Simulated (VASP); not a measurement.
The system is Cs2AgBiBr6.

```
Bi Cs Ag Br
1.0
     0.00000    5.61610    5.61610
     5.61610    0.00000    5.61610
     5.61610    5.61610    0.00000
Bi Cs Ag Br
1 2 1 6
Direct
  0.00000 0.00000 0.00000
  0.75000 0.75000 0.75000
  0.25000 0.25000 0.25000
  0.50000 0.50000 0.50000
  0.74945 0.74945 0.25055
  0.25055 0.25055 0.74945
  0.74945 0.25055 0.25055
  0.74945 0.25055 0.74945
  0.25055 0.74945 0.74945
  0.25055 0.74945 0.25055
```

Base run:

* Program: VASP 6.6.1
* Functional: LDA
* Potentials or basis: VASP PAW LDA potentials, release 64 (Bi_d, Cs_sv, Ag, Br)
* Cutoff: 520 eV
* k mesh: 4 × 4 × 4
* Occupations: fermi-dirac, width 0.05 eV
* Spin: no spin polarisation
* Hubbard terms: Ag d U = 6.0 eV

Its results: band gap on the k mesh 1.56 eV, indirect (least direct gap 2.57 eV); pressure -1.5 GPa; largest force 0.308 eV/Å.

Task: The run is repeated on the same cell with these changes: hubbard terms from Ag d U = 6.0 eV to Ag d U = 5.0 eV; further incar settings from ALGO = Normal; EDIFF = 1e-06; NBANDS = 54 to ALGO = Normal; EDIFF = 1e-07; NBANDS = 54. What comes out?

Result: Band gap on the k mesh 1.50 eV, indirect (least direct gap 2.56 eV); pressure -1.5 GPa; largest force 0.309 eV/Å.

Caveats: spin-orbit coupling is left out, which moves the levels of the heavy elements.

A k mesh can miss the band edges.
